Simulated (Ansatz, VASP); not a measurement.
SiO2 in VASP and in Ansatz

```
Si O
1.0
    -2.44527    2.44527    3.74400
     2.44527   -2.44527    3.74400
     2.44527    2.44527   -3.74400
Si O
2 4
Direct
  0.00000 0.00000 0.00000
  0.75000 0.25000 0.50000
  0.99838 0.62500 0.87338
  0.37500 0.24838 0.37338
  0.75162 0.12500 0.12662
  0.87500 0.00162 0.62662
```

Change from the starting cell: equal xx and yy strain of +3 %.

Alike in both runs: task single point; functional PBEsol; k mesh 7 × 7 × 7; occupations fermi-dirac, width 0.03 eV; no spin polarisation.

|  | VASP | Ansatz |
| --- | --- | --- |
| version | VASP 6.6.1 | Ansatz 0.2.0 |
| potentials or method | VASP PAW PBE potentials, release 64 (Si, O), cutoff 520 eV | all-electron LAPW, scalar-relativistic |

Ansatz gave:

```
gap on the k mesh at the Fermi level (eV)                     : 5.62
pressure (GPa)                                                : -7.8
traceless stress, the component that is largest in VASP (GPa) : -0.26
rms of the force components (eV/Å)                            : 0.350
```

Task: Estimate VASP's values.

Result: gap on the k mesh at the Fermi level (eV): 5.60; pressure (GPa): -7.4; traceless stress, the component that is largest in VASP (GPa): -0.22; rms of the force components (eV/Å): 0.336.

VASP's potentials were made for PBE, not for PBEsol. Atom by atom the forces differ by 0.014 eV/Å (rms over components). Ansatz ran all-electron here, and VASP with PAW potentials.
